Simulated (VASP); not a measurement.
Si7Sn: relaxation of cell and atoms with PBE

Crystal: Si7Sn.

```
Si Sn
1.0
    -3.25278    3.25278    3.25278
     3.25278   -3.25278    3.25278
     3.25278    3.25278   -3.25278
Si Sn
7 1
Cartesian
  3.2528 0.0000 0.0000
  0.0000 0.0000 3.2528
  0.0000 3.2528 0.0000
  1.6264 1.6264 -1.6264
  1.6264 -1.6264 1.6264
  -1.6264 1.6264 1.6264
  1.6264 1.6264 1.6264
  0.0000 0.0000 0.0000
```

| Property | Result |
| --- | --- |
| Program | VASP 6.6.1 |
| Task | relaxation of cell and atoms |
| Functional | PBE |
| Potentials or basis | VASP PAW PBE potentials, release 64 (Si, Sn_d) |
| Cutoff | 600 eV |
| k mesh | 8 × 8 × 8 |
| Occupations | gaussian, width 0.1 eV |
| Spin | no spin polarisation |
| Dipole correction | no |
| Further INCAR settings | ALGO = Normal; EDIFF = 1e-07; IBRION = 2; EDIFFG = -0.01; NSW = 100; ISIF = 3 |

```json
{"Relaxed volume": "16.55 Å³/atom", "Relaxed cell": "a = 5.562 Å, b = 5.562 Å, c = 5.562 Å, α = 109.47°, β = 109.47°, γ = 109.47°", "Space group after relaxing (to 0.05 Å)": "Im-3m (No. 229)", "Energy gained by relaxing": "6.2 meV/atom", "Ionic steps": "3", "Pressure after relaxing": "0.0 GPa", "Band gap on the k mesh": "zero (band 21 reaches 11.85 eV, above the bottom of band 22 at 8.51 eV)"}
```

The path:
| step | energy change (eV) | largest force (eV/Å) | pressure (GPa) | volume (Å³) |
| --- | --- | --- | --- | --- |
| 1 | 0.0000 | 0.0000 | -2.90 | 137.67 |
| 2 | -0.0478 | 0.0000 | 0.56 | 131.55 |
| 3 | -0.0493 | 0.0000 | 0.00 | 132.42 |

Final structure:
```
CELL_PARAMETERS angstrom
-3.21096 3.21096 3.21096
3.21096 -3.21096 3.21096
3.21096 3.21096 -3.21096
ATOMIC_POSITIONS crystal
Si 0.00000 0.50000 0.50000
Si 0.50000 0.50000 0.00000
Si 0.50000 0.00000 0.50000
Si 0.00000 0.00000 0.50000
Si 0.00000 0.50000 0.00000
Si 0.50000 0.00000 0.00000
Si 0.50000 0.50000 0.50000
Sn 0.00000 0.00000 0.00000
```

Levels at points of the mesh, in eV from the Fermi level:
| k point | band 17 | band 18 | band 19 | band 20 | band 21 | band 22 | band 23 | band 24 | band 25 | band 26 |
| --- | --- | --- | --- | --- | --- | --- | --- | --- | --- | --- |
| (0.00, 0.00, 0.00) | -5.82 | -5.82 | -0.51 | -0.51 | -0.51 | 0.16 | 2.86 | 2.86 | 4.16 | 4.74 |
| (0.50, 0.00, 0.00) | -1.58 | -1.55 | -1.25 | -0.92 | -0.81 | -0.73 | -0.66 | 1.13 | 1.18 | 2.09 |
| (0.50, 0.50, 0.50) | -2.40 | -2.40 | -2.40 | 2.61 | 2.61 | 2.61 | 2.64 | 2.64 | 2.64 | 2.82 |

Wall time 5.1 min on 1 thread of Intel(R) Xeon(R) Platinum 8259CL CPU @ 2.50GHz (Skylake/Cascade Lake), with other jobs on the host, peak memory 0.4 GiB.

Caveat: spin-orbit coupling is left out, which moves the levels of the heavy elements.
